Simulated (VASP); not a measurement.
# Li32S15 (a cell with a defect) in VASP: notebook

Li32S15 (a cell with a defect) is run at these levels: PBEsol; tasks: relaxation of the atoms, single point.

Program: VASP 6.6.1. These are calculated values, not measurements. Logs are shortened: lines on timing, memory, paths and dates and some standing lists are left out, and cuts for length are marked.

## (1) The cell of the first run

The cell holds a defect, 47 atoms: a = 9.795 Å, b = 9.795 Å, c = 9.795 Å, α = 109.47°, β = 109.47°, γ = 109.47°.

## (2) Relaxation of the atoms, PBEsol (atoms taken out)

INCAR reads:

```
SYSTEM = Li32S15
PREC = Accurate
ENCUT = 650
EDIFF = 1E-7
ISMEAR = 0
SIGMA = 0.01
LREAL = Auto
LASPH = .True.
NELM = 120
ALGO = Normal
ISIF = 2
LWAVE = .False.
LCHARG = .False.
GGA = PS
IBRION = 2
NSW = 65
EDIFFG = -0.025
GGA_COMPAT = .False.
NELMIN = 4
KPAR = 2
NCORE = 2
```

KPOINTS reads:

```
Automatic mesh
0
Gamma
  2 2 2
  0.5 0.5 0.5
```

POSCAR reads:

```
Li32S15
1.0
   -5.6548817418     -5.6548817418      5.6548817418
    5.6548817418     -5.6548817418     -5.6548817418
    5.6548817418      5.6548817418      5.6548817418
Li S
32 15
Direct
    0.2500000000      0.7500000000      0.7500000000
    0.0000000000      0.7500000000      0.0000000000
    0.5000000000      0.5000000000      0.7500000000
    0.2500000000      0.5000000000      0.0000000000
    0.0000000000      0.5000000000      0.2500000000
    0.7500000000      0.7500000000      0.2500000000
    0.5000000000      0.7500000000      0.5000000000
    0.0000000000      0.0000000000      0.7500000000
    0.7500000000      0.2500000000      0.7500000000
    0.5000000000      0.2500000000      0.0000000000
    0.2500000000      0.2500000000      0.2500000000
    0.0000000000      0.2500000000      0.5000000000
    0.7500000000      0.5000000000      0.5000000000
    0.7500000000      0.0000000000      0.0000000000
    0.5000000000      0.0000000000      0.2500000000
    0.2500000000      0.0000000000      0.5000000000
    0.2500000000      0.7500000000      0.2500000000
    0.0000000000      0.7500000000      0.5000000000
    0.5000000000      0.5000000000      0.2500000000
    0.2500000000      0.5000000000      0.5000000000
    0.0000000000      0.5000000000      0.7500000000
    0.7500000000      0.7500000000      0.7500000000
    0.5000000000      0.7500000000      0.0000000000
    0.0000000000      0.0000000000      0.2500000000
    0.7500000000      0.2500000000      0.2500000000
    0.5000000000      0.2500000000      0.5000000000
    0.2500000000      0.2500000000      0.7500000000
    0.0000000000      0.2500000000      0.0000000000
    0.7500000000      0.5000000000      0.0000000000
    0.7500000000      0.0000000000      0.5000000000
    0.5000000000      0.0000000000      0.7500000000
    0.2500000000      0.0000000000      0.0000000000
    0.0000000000      0.5000000000      0.5000000000
    0.5000000000      0.2500000000      0.2500000000
    0.2500000000      0.2500000000      0.5000000000
    0.0000000000      0.2500000000      0.7500000000
    0.7500000000      0.5000000000      0.7500000000
    0.5000000000      0.5000000000      0.0000000000
    1.0000000000      0.7500000000      0.2500000000
    0.7500000000      0.0000000000      0.2500000000
    0.5000000000      0.0000000000      0.5000000000
    0.2500000000      0.0000000000      0.7500000000
    0.0000000000      0.0000000000      0.0000000000
    0.7500000000      0.2500000000      0.0000000000
    0.7500000000      0.7500000000      0.5000000000
    0.5000000000      0.7500000000      0.7500000000
    0.2500000000      0.7500000000      0.0000000000
```

Potentials or basis: VASP PAW PBE potentials, release 64 (Li_sv, S).

The run is started by

```console
cat potpaw_PBE.64/Li_sv/POTCAR potpaw_PBE.64/S/POTCAR > POTCAR
mpirun -np 4 vasp_std > vasp.out
```

OUTCAR:

```text
SYSTEM = Li32S15
   PREC = Accurate
   ENCUT = 650
   EDIFF = 1E-7
   ISMEAR = 0
   LREAL = Auto
   LASPH = .True.
   NELM = 120
   ISIF = 2
   GGA = PS
   IBRION = 2
   NSW = 65
   EDIFFG = -0.025
   NELMIN = 4

 ion  position               nearest neighbor table
   1  0.250  0.750  0.750-  33 2.45  42 2.45  46 2.45  47 2.45
   2  0.000  0.750  0.000-  37 2.45  39 2.45  43 2.45  47 2.45
   3  0.500  0.500  0.750-  35 2.45  37 2.45  38 2.45  46 2.45
   4  0.250  0.500  0.000-  36 2.45  38 2.45  47 2.45
   5  0.000  0.500  0.250-  33 2.45  39 2.45  44 2.45
   6  0.750  0.750  0.250-  38 2.45  39 2.45  40 2.45  45 2.45
   7  0.500  0.750  0.500-  41 2.45  45 2.45  46 2.45
   8  0.000  0.000  0.750-  36 2.45  42 2.45  43 2.45  45 2.45
   9  0.750  0.250  0.750-  36 2.45  37 2.45  41 2.45  44 2.45
  10  0.500  0.250  0.000-  34 2.45  38 2.45  42 2.45  44 2.45
  11  0.250  0.250  0.250-  34 2.45  35 2.45  43 2.45
  12  0.000  0.250  0.500-  33 2.45  35 2.45  36 2.45  40 2.45
  13  0.750  0.500  0.500-  33 2.45  34 2.45  37 2.45  45 2.45
  14  0.750  0.000  0.000-  40 2.45  43 2.45  44 2.45  46 2.45
  15  0.500  0.000  0.250-  34 2.45  40 2.45  41 2.45  47 2.45
  16  0.250  0.000  0.500-  35 2.45  39 2.45  41 2.45  42 2.45
  17  0.250  0.750  0.250-  39 2.45  41 2.45  47 2.45
  18  0.000  0.750  0.500-  33 2.45  39 2.45  42 2.45  45 2.45
  19  0.500  0.500  0.250-  34 2.45  38 2.45  45 2.45
  20  0.250  0.500  0.500-  33 2.45  35 2.45  46 2.45
  21  0.000  0.500  0.750-  33 2.45  36 2.45  37 2.45  47 2.45
  22  0.750  0.750  0.750-  37 2.45  43 2.45  45 2.45  46 2.45
[... 34 lines left out ...]
  45  0.750  0.750  0.500-   6 2.45   7 2.45   8 2.45  13 2.45  18 2.45  19 2.45  22 2.45  30 2.45

  46  0.500  0.750  0.750-   1 2.45   3 2.45   7 2.45  14 2.45  20 2.45  22 2.45  23 2.45  31 2.45

  47  0.250  0.750  0.000-   1 2.45   2 2.45   4 2.45  15 2.45  17 2.45  21 2.45  23 2.45  32 2.45

  LATTYP: Found a body centered cubic cell.
 ALAT       =    11.3097634836

  Lattice vectors:

 A1 = (  -5.6548817418,  -5.6548817418,   5.6548817418)
 A2 = (   5.6548817418,  -5.6548817418,  -5.6548817418)
 A3 = (   5.6548817418,   5.6548817418,   5.6548817418)

Analysis of symmetry for initial positions (statically):
=====================================================================
 Subroutine PRICEL returns:
 Original cell was already a primitive cell.

 Routine SETGRP: Setting up the symmetry group for a
 body centered cubic supercell.

 Subroutine GETGRP returns: Found 48 space group operations
 (whereof  4 operations were pure point group operations)
 out of a pool of 48 trial point group operations.

The static configuration has the point symmetry C_2v.
 The point group associated with its full space group is O_h .

Analysis of symmetry for dynamics (positions and initial velocities):
=====================================================================
 Subroutine PRICEL returns:
 Original cell was already a primitive cell.

 Routine SETGRP: Setting up the symmetry group for a
 body centered cubic supercell.

 Subroutine GETGRP returns: Found 48 space group operations
 (whereof  4 operations were pure point group operations)
 out of a pool of 48 trial point group operations.

The dynamic configuration has the point symmetry C_2v.
 The point group associated with its full space group is O_h .

 Subroutine INISYM returns: Found 48 space group operations
 (whereof  4 operations are pure point group operations),
 and found     1 'primitive' translations

----------------------------------------------------------------------------------------

                                     Primitive cell

  volume of cell :     723.3202

  direct lattice vectors                    reciprocal lattice vectors
    -5.654881742 -5.654881742  5.654881742     0.000000000 -0.088419179  0.088419179
     5.654881742 -5.654881742 -5.654881742     0.088419179 -0.088419179  0.000000000
     5.654881742  5.654881742  5.654881742     0.088419179  0.000000000  0.088419179

  length of vectors
     9.794542488  9.794542488  9.794542488     0.125043602  0.125043602  0.125043602

  position of ions in fractional coordinates (direct lattice)
     0.250000000  0.750000000  0.750000000
     0.000000000  0.750000000  0.000000000
     0.500000000  0.500000000  0.750000000
     0.250000000  0.500000000  0.000000000
     0.000000000  0.500000000  0.250000000
     0.750000000  0.750000000  0.250000000
[... 39 lines left out ...]
     0.500000000  0.750000000  0.750000000
     0.250000000  0.750000000  0.000000000

  ion indices of the primitive-cell ions
   primitive index   ion index
                 1           1
                 2           2
                 3           3
                 4           4
                 5           5
                 6           6
[... 39 lines left out ...]
                46          46
                47          47

----------------------------------------------------------------------------------------

 KPOINTS: Automatic mesh

Automatic generation of k-mesh.
 Grid dimensions read from file:
 generate k-points for:    2    2    2

 Generating k-lattice:

  Cartesian coordinates                     Fractional coordinates (reciprocal lattice)
     0.000000000 -0.044209589  0.044209589     0.500000000  0.000000000  0.000000000
     0.044209589 -0.044209589  0.000000000     0.000000000  0.500000000  0.000000000
     0.044209589  0.000000000  0.044209589     0.000000000  0.000000000  0.500000000

  Length of vectors
     0.062521801  0.062521801  0.062521801

  Shift w.r.t. Gamma in fractional coordinates (k-lattice)
     0.500000000  0.500000000  0.500000000

 Subroutine IBZKPT returns following result:
 ===========================================

 Found      2 irreducible k-points:

 Following reciprocal coordinates:
            Coordinates               Weight
  0.250000  0.250000  0.250000      2.000000
 -0.250000  0.250000  0.250000      6.000000
   k-points           NKPTS =      2   k-points in BZ     NKDIM =      2   number of bands    NBANDS=    117
   number of dos      NEDOS =    301   number of ions     NIONS =     47
   total plane-waves  NPLWV = 592704
   dimension x,y,z NGX =    84 NGY =   84 NGZ =   84
   dimension x,y,z NGXF=   168 NGYF=  168 NGZF=  168
   ions per type =              32  15
   NGX,Y,Z   is equivalent  to a cutoff of  14.26, 14.26, 14.26 a.u.
   NGXF,Y,Z  is equivalent  to a cutoff of  28.52, 28.52, 28.52 a.u.
 SYSTEM =  Li32S15
   PREC   = accura    normal or accurate (medium, high low for compatibility)
   ISTART =      0    job   : 0-new  1-cont  2-samecut
   ICHARG =      2    charge: 1-file 2-atom 10-const
   ISPIN  =      1    spin polarized calculation?
   LNONCOLLINEAR =      F non collinear calculations
   LSORBIT =      F    spin-orbit coupling
   LASPH  =      T    aspherical Exc in radial PAW
   ENCUT  =  650.0 eV  47.77 Ry    6.91 a.u.  20.36 20.36 20.36*2*pi/ulx,y,z
   NELM   =    120;   NELMIN=  4; NELMDL= -5     # of ELM steps
   EDIFF  = 0.1E-06   stopping-criterion for ELM
   LREAL  =      T    real-space projection
   EDIFFG = -.3E-01   stopping-criterion for IOM
   NSW    =     65    number of steps for IOM
   IBRION =      2    ionic relax: 0-MD 1-quasi-New 2-CG
   NFREE  =      1    steps in history (QN), initial steepest desc. (CG)
   ISIF   =      2    stress and relaxation
   ISYM   =      2    0-nonsym 1-usesym 2-fastsym
   POTIM  = 0.5000    time-step for ionic-motion
   TEBEG  =    0.0;   TEEND  =   0.0 temperature during run
   PSTRESS=    0.0 pullay stress
   NELECT =     186.0000    total number of electrons
   NUPDOWN=      -1.0000    fix difference up-down
   EMIN   =  10.00;   EMAX   =-10.00  energy-range for DOS
   EFERMI =   0.00;   METHOD = LEGACY
   ISMEAR =     0;   SIGMA  =   0.01  broadening in eV -4-tet -1-fermi 0-gaus
   EFERMI_NEDOS =   21; number of points for ismear=-14 and -15
   IALGO  =     38    algorithm
   IMIX   =      4    mixing-type and parameters
     AMIX     =   0.40;   BMIX     =  1.00
     AMIX_MAG =   1.60;   BMIX_MAG =  1.00
  volume/ion in A,a.u.               =      15.39       103.86
  Fermi-wavevector in a.u.,A,eV,Ry     =   1.041044  1.967287 14.745613  1.083772
  Thomas-Fermi vector in A             =   2.175647
   LORBIT       =      0    0 simple, 1 ext, 2 COOP (PROOUT), +10 PAW based schemes
   GGA     = PS    functional components
   LHFCALC =     F    Hartree Fock is set to
   AEXX    =    0.0000 exact exchange contribution
   IVDW    =     0    specifies the selected vdW correction
   LEPSILON=     F    determine dielectric tensor
   LRPA    =     F    only Hartree local field effects (RPA)
 conjugate gradient relaxation of ions
 non-spin polarized calculation
 Gauss-broadening in eV      SIGMA  =   0.01
  energy-cutoff  :      650.00
  volume of cell :      723.32
 maximum number of plane-waves:     27236
 NGX is ok and might be reduce to    84
   NGX = 41   NGY = 41   NGZ = 41

--------------------------------------- Ionic step        1  -------------------------------------------

 number of electron     185.9999825 magnetization

 Free energy of the ion-electron system (eV)
  ---------------------------------------------------
  ext. energy  EPLUGINS =         0.00000000
  ---------------------------------------------------
  free energy    TOTEN  =      -189.01297404 eV

  energy without entropy =     -189.01297404  energy(sigma->0) =     -189.01297404

------------------------ aborting loop because EDIFF is reached ----------------------------------------

  FORCE on cell =-STRESS in cart. coord.  units (eV):
  Direction    XX          YY          ZZ          XY          YZ          ZX
  --------------------------------------------------------------------------------------
  -------------------------------------------------------------------------------------
  Total       -1.1383134     -1.1383134     -1.1383134     -0.0000000      0.0000000     -0.0000000
  in kB       -2.5214007     -2.5214007     -2.5214007     -0.0000000      0.0000000     -0.0000000
  external PRESSURE =      -2.5214007 kB  Pullay stress =       0.0000000 kB
[... 147 lines left out ...]
  energy  without entropy=     -189.0147097168  energy(sigma->0) =     -189.01470972

--------------------------------------- Ionic step        3  -------------------------------------------

 number of electron     185.9999828 magnetization

 Free energy of the ion-electron system (eV)
  ---------------------------------------------------
  ext. energy  EPLUGINS =         0.00000000
  ---------------------------------------------------
  free energy    TOTEN  =      -189.01560734 eV

  energy without entropy =     -189.01560734  energy(sigma->0) =     -189.01560734

 E-fermi :   3.3832     XC(G=0):  -8.6059

 val. band max:        3.3043843857   @ k =  -0.2500   0.2500   0.2500
 cond. band min:       4.9637249996   @ k =  -0.2500   0.2500   0.2500
 fundamental gap:      1.6593406139
 Fermi energy:         3.3832082528

 k-point     1 :       0.2500    0.2500    0.2500
  band No.  band energies     occupation
      1     -42.1737      2.00000
      2     -42.1659      2.00000
      3     -42.1659      2.00000
      4     -42.1659      2.00000
      5     -42.1583      2.00000
      6     -42.1583      2.00000
[... 97 lines left out ...]
    104       6.4090      0.00000
    105       6.4090      0.00000

 k-point     2 :      -0.2500    0.2500    0.2500
  band No.  band energies     occupation
      1     -42.1738      2.00000
      2     -42.1661      2.00000
      3     -42.1658      2.00000
      4     -42.1658      2.00000
      5     -42.1583      2.00000
      6     -42.1583      2.00000
[... 97 lines left out ...]
    104       6.9099      0.00000
    105       6.9441      0.00000
 [bands above 105 left out]

------------------------ aborting loop because EDIFF is reached ----------------------------------------

  FORCE on cell =-STRESS in cart. coord.  units (eV):
  Direction    XX          YY          ZZ          XY          YZ          ZX
  --------------------------------------------------------------------------------------
  -------------------------------------------------------------------------------------
  Total       -1.0987031     -1.0987031     -1.0987031      0.0000000     -0.0000000     -0.0000000
  in kB       -2.4336625     -2.4336625     -2.4336625      0.0000000     -0.0000000     -0.0000000
  external PRESSURE =      -2.4336625 kB  Pullay stress =       0.0000000 kB
[... 62 lines left out ...]
  FREE ENERGIE OF THE ION-ELECTRON SYSTEM (eV)
  ---------------------------------------------------
  free  energy   TOTEN  =      -189.0156073432 eV

  energy  without entropy=     -189.0156073432  energy(sigma->0) =     -189.01560734

 reached required accuracy - stopping structural energy minimisation
```

Wall time 9.7 min (4 MPI ranks of Intel Xeon Platinum 8259CL at 2.50GHz (Skylake/Cascade Lake), shared host); peak memory 0.75 GiB.

What came out:

- Free energy: -189.0156 eV
- Energy gained by relaxing: 0.1 meV/atom
- Ionic steps: 3
- Pressure after relaxing: -0.2 GPa
- Largest force after relaxing: 0.010 eV/Å
- Band gap on the k mesh: 1.66 eV

Forces on the atoms (eV/Å):
```
Li  -0.007  0.000  0.000
Li   0.000  0.000  0.007
Li   0.000  0.000 -0.007
Li  -0.006 -0.006 -0.006
Li   0.006  0.006 -0.006
Li   0.000  0.007  0.000
Li   0.006 -0.006  0.006
Li   0.007  0.000  0.000
Li   0.000  0.000  0.007
Li   0.007  0.000  0.000
Li  -0.006  0.006  0.006
Li   0.000 -0.007  0.000
Li   0.000  0.000 -0.007
Li   0.000 -0.007  0.000
Li   0.000  0.007  0.000
Li  -0.007  0.000  0.000
Li   0.006 -0.006 -0.006
Li  -0.007  0.000  0.000
Li  -0.006 -0.006  0.006
Li   0.006  0.006  0.006
Li   0.000  0.000  0.007
Li   0.000  0.000 -0.007
Li   0.000  0.007  0.000
Li   0.000 -0.007  0.000
Li   0.000 -0.007  0.000
Li   0.000  0.000 -0.007
Li   0.007  0.000  0.000
Li  -0.006  0.006 -0.006
Li   0.000  0.000  0.007
Li   0.000  0.007  0.000
Li  -0.007  0.000  0.000
Li   0.007  0.000  0.000
S    0.003  0.003  0.000
S   -0.003  0.000  0.003
S    0.000  0.003  0.003
S   -0.003  0.000 -0.003
S    0.000  0.000  0.000
S   -0.003 -0.003  0.000
S    0.003  0.000 -0.003
S    0.000  0.000  0.000
S    0.003 -0.003  0.000
S    0.000  0.000  0.000
S   -0.003  0.003  0.000
S    0.000  0.003 -0.003
S    0.000 -0.003  0.003
S    0.003  0.000  0.003
S    0.000 -0.003 -0.003
```

Step by step:
```tsv
step	energy change (eV)	largest force (eV/Å)	pressure (GPa)
1	0.0000	0.0521	-0.25
2	-0.0017	0.0266	-0.25
3	-0.0026	0.0104	-0.24
```

Final structure:
```xyz
47
Lattice="-5.6549 -5.6549 5.6549 5.6549 -5.6549 -5.6549 5.6549 5.6549 5.6549" Properties=species:S:1:pos:R:3 pbc="T T T"
Li    7.0675   -1.4141    1.4133
Li    4.2408   -4.2408   -4.2400
Li    4.2408   -1.4141    4.2400
Li    7.0662    1.4114    4.2388
Li   -1.4114   -7.0662    4.2388
Li    1.4141   -7.0675    1.4133
Li    4.2435   -4.2435    1.4161
Li    4.2423    4.2408    4.2415
Li    1.4141   -1.4141    7.0697
Li   -1.4126   -4.2408    1.4133
Li    1.4114   -1.4114    1.4161
Li    4.2408    1.4126    1.4133
Li    1.4141   -4.2408    4.2400
Li   -4.2408   -4.2423    4.2415
Li    4.2408   -7.0675   -1.4133
Li    7.0675   -4.2408   -1.4133
Li    4.2435   -4.2435   -1.4161
Li    7.0675   -1.4141   -1.4133
Li    1.4114   -4.2435    1.4161
Li    4.2435   -1.4114    1.4161
Li    7.0690    1.4141    1.4148
Li    4.2408   -4.2408    4.2400
Li    1.4141   -7.0675   -1.4133
Li    1.4141    1.4126    1.4133
Li   -1.4141   -4.2423    4.2415
Li    1.4141   -1.4141    4.2400
Li    4.2423    1.4141    4.2415
Li    1.4114   -1.4114    9.8937
Li   -1.4141   -7.0690    1.4148
Li    4.2408   -7.0675    1.4133
Li    7.0675   -4.2408    1.4133
Li   -1.4126   -1.4141    1.4133
S     5.6507   -0.0042    0.0000
S     0.0042   -2.8274    2.8232
S     2.8274   -0.0042    2.8232
S     5.6591    2.8274    2.8317
S     2.8274   -2.8274    5.6549
S     0.0042   -5.6507    0.0000
S     5.6507   -2.8274   -2.8232
S    -2.8274   -2.8274    5.6549
S     5.6507   -5.6507    0.0000
S     2.8274    2.8274    5.6549
S     0.0042   -0.0042    0.0000
S    -2.8274   -5.6591    2.8317
S     2.8274   -5.6507    2.8232
S     5.6507   -2.8274    2.8232
S     2.8274   -5.6507   -2.8232
```

Caveat: the cell differs from its parent crystal (atoms taken out); the PAW data sets were made with another functional, which shifts forces and pressure a little.

(Part 1 of 3 ends here.)
